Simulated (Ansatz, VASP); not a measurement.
V2N3: VASP beside Ansatz

The input INCAR:

```
PREC = Accurate ; ENCUT = 520
EDIFF = 1E-7 ; ISMEAR = 0
SIGMA = 0.15 ; LREAL = False
LASPH = True ; NELM = 100
ALGO = Normal ; ISIF = 2
LWAVE = False ; LCHARG = True
GGA = PS ; LELF = True
LVHAR = True ; NBANDS = 28
```

Contents of KPOINTS:

```
Automatic mesh
0
Gamma
  18 18 8
```

The input POSCAR:

```
V2N3
1.0
    2.7797869938      0.0000000000      0.0000000000
   -1.3898934969      2.3832924922      0.0000000000
    0.0000000000      0.0000000000      6.1963538749
V N
2 3
Direct
    0.6666666667      0.3333333333      0.3021155180
    0.3333333333      0.6666666667      0.6978844820
    0.0000000000      0.0000000000      0.5000000000
    0.0000000000      0.0000000000      0.1074399115
    0.0000000000      0.0000000000      0.8925600885
```

Input for Ansatz:

```yaml
crystal:
  lattice:
    - [2.7797869938, 0.0, 0.0]
    - [-1.3898934969, 2.3832924922, 0.0]
    - [0.0, 0.0, 6.1963538749]
  atoms:
    - { symbol: V, position: [0.6666666667, 0.3333333333, 0.302115518] }
    - { symbol: V, position: [0.3333333333, 0.6666666667, 0.697884482] }
    - { symbol: "N", position: [0.0, 0.0, 0.5] }
    - { symbol: "N", position: [0.0, 0.0, 0.1074399115] }
    - { symbol: "N", position: [0.0, 0.0, 0.8925600885] }
basis:
  ecutwfc: 420
kpoints:
  mp_grid: { grid: [18, 18, 8] }
hamiltonian:
  xc: pbesol
scf:
  occupations: { method: gaussian, width: 0.15 }
output:
  forces: true
  stress: true
  eigenvalues: true
```

Change from the starting cell: strain -0.0100 x Voigt [0, 1, 0, 0, 0, 0], atoms carried along.

Alike in both runs: task single point; functional PBEsol; k mesh 18 × 18 × 8; occupations gaussian, width 0.15 eV; no spin polarisation.

|  | VASP | Ansatz |
| --- | --- | --- |
| version | VASP 6.6.1 | Ansatz 0.2.0 |
| potentials or method | VASP PAW PBE potentials, release 64 (V_sv, N), cutoff 520 eV | scalar-relativistic, plane waves, PAW |
| valence electrons in the cell | 41 | 41 |

```csv
,VASP,Ansatz,Ansatz less VASP
gap on the k mesh at the Fermi level (eV),none,none,-
pressure (GPa),3.9,3.1,-0.80
"traceless stress, the component that is largest in VASP (GPa)",2.58,2.81,+0.224
rms of the force components (eV/Å),0.029,0.030,+0.0009
```

VASP's potentials were made for PBE, not for PBEsol. Atom by atom the forces differ by 0.024 eV/Å (rms over components). A gap of «none» marks a metal or a gap that the smearing closes.
